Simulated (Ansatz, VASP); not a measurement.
**Rb2Ni: VASP beside Ansatz**

The input INCAR:

```
SYSTEM = Rb2Ni
PREC     = Accurate       ! precision mode
ENCUT    = 520            ! plane-wave cutoff, eV
EDIFF    = 1E-7           ! SCF threshold, eV
ISMEAR   = 0              ! smearing method
SIGMA    = 0.1            ! smearing width, eV
LREAL    = .False.        ! projectors in reciprocal space
LASPH    = .True.         ! aspherical terms in the spheres
NELM     = 150            ! most SCF steps
ALGO     = Normal         ! electronic algorithm
ISIF     = 2              ! what is computed and relaxed
LWAVE    = .False.        ! write WAVECAR
LCHARG   = .True.         ! write CHGCAR
ISPIN    = 2              ! spin polarisation
MAGMOM   = 0 0 2          ! initial moments
LORBIT   = 11             ! projections on sites
LMAXMIX  = 4              ! l up to which the mixer works
GGA      = PE             ! functional
LELF     = .True.         ! ELF
LVHAR    = .True.       
NBANDS   = 25             ! bands
```

File KPOINTS:

```
regular mesh
0
Gamma
  6 6 4
  0 0 0
```

File POSCAR:

```
Rb2Ni
1.0
    3.6535622900      0.0000000000      0.0000000000
    0.0000000000      3.6535622900      0.0000000000
    0.0000000000      0.0000000000      7.0802911500
Rb Ni
2 1
Direct
    0.0000000000      0.0000000000      0.7617032000
    0.0000000000      0.0000000000      0.2382968000
    0.5000000000      0.5000000000      0.0000000000
```

Input for Ansatz:

```yaml
crystal:
  lattice:
    - [3.65356229, 0.0, 0.0]
    - [0.0, 3.65356229, 0.0]
    - [0.0, 0.0, 7.08029115]
  atoms:
    - { symbol: Rb, position: [0.0, 0.0, 0.7617032] }
    - { symbol: Rb, position: [0.0, 0.0, 0.2382968] }
    - { symbol: Ni, position: [0.5, 0.5, 0.0], spin: 2.0 }
basis:
  ecutwfc: 420
kpoints:
  mp_grid: { grid: [6, 6, 4] }
hamiltonian:
  xc: pbe
scf:
  occupations: { method: gaussian, width: 0.1 }
  lower_state_search: "off"
output:
  forces: true
  stress: true
  eigenvalues: true
  populations: true
magnetization:
  spin_polarized: true
```

Alike in both runs: task single point; functional PBE; k mesh 6 × 6 × 4; occupations gaussian, width 0.1 eV; collinear spin.

```csv
,VASP,Ansatz
version,VASP 6.6.1,Ansatz 0.2.0
potentials or method,"VASP PAW PBE potentials, release 64 (Rb_sv, Ni), cutoff 520 eV","scalar-relativistic, plane waves, PAW"
valence electrons in the cell,28,36
```

```tsv
	VASP	Ansatz	Ansatz less VASP
gap on the k mesh at the Fermi level (eV)	none	none	-
pressure (GPa)	6.3	6.2	-0.08
traceless stress, the component that is largest in VASP (GPa)	0.55	0.55	+0.002
rms of the force components (eV/Å)	0.314	0.308	-0.0064
net moment per atom (μB)	0.10	0.10	+0.001
size of the moment on the site where the two differ most (μB)	0.37	0.39	+0.016
```

Site moments also hang on the region over which each program counts them. Atom by atom the forces differ by 0.006 eV/Å (rms over components). A gap of «none» marks a metal or a gap that the smearing closes. With one functional, cell and mesh, what is left measures potentials, basis and numerics. VASP's potentials hold 28 valence electrons a cell and Ansatz's 36, so a difference there can come from the potentials and not from the codes.
